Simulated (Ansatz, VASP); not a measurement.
**Two plane-wave programs on Ba2SbHO6**

```xyz
10
Lattice="0.0000 4.0042 4.0042 4.0042 0.0000 4.0042 4.0042 4.0042 0.0000" Properties=species:S:1:pos:R:3 pbc="T T T"
Sb    0.0000    0.0000    0.0000
Ba    2.0021    2.0021    2.0021
Ba    6.0064    6.0064    6.0064
O     1.8820    4.0042    4.0042
O     4.0042    1.8820    4.0042
O     6.1265    4.0042    4.0042
O     4.0042    6.1265    4.0042
O     4.0042    4.0042    1.8820
O     4.0042    4.0042    6.1265
H     4.0042    4.0042    4.0042
```

Alike in both runs: task single point; functional r2SCAN; k mesh 7 × 7 × 7; no spin polarisation.

```csv
,VASP,Ansatz
version,VASP 6.6.1,Ansatz 0.2.0
potentials or method,"VASP PAW PBE potentials, release 64 (Sb, Ba_sv, O, H), cutoff 520 eV",PAW plane waves
occupations,"fermi-dirac, width 0.1 eV",fermi-dirac
valence electrons in the cell,62,72
```

Ansatz gave:

```
pressure (GPa)                     : 15.1
rms of the force components (eV/Å) : 1.237
```

Q: Estimate VASP's values.

A: Pressure (GPa): 17.2; rms of the force components (eV/Å): 1.314.

VASP's potentials were made for PBE, not for r2SCAN. Atom by atom the forces differ by 0.077 eV/Å (rms over components). VASP's potentials hold 62 valence electrons a cell and Ansatz's 72, so a difference there can come from the potentials and not from the codes.

Neither program's run includes spin-orbit coupling.
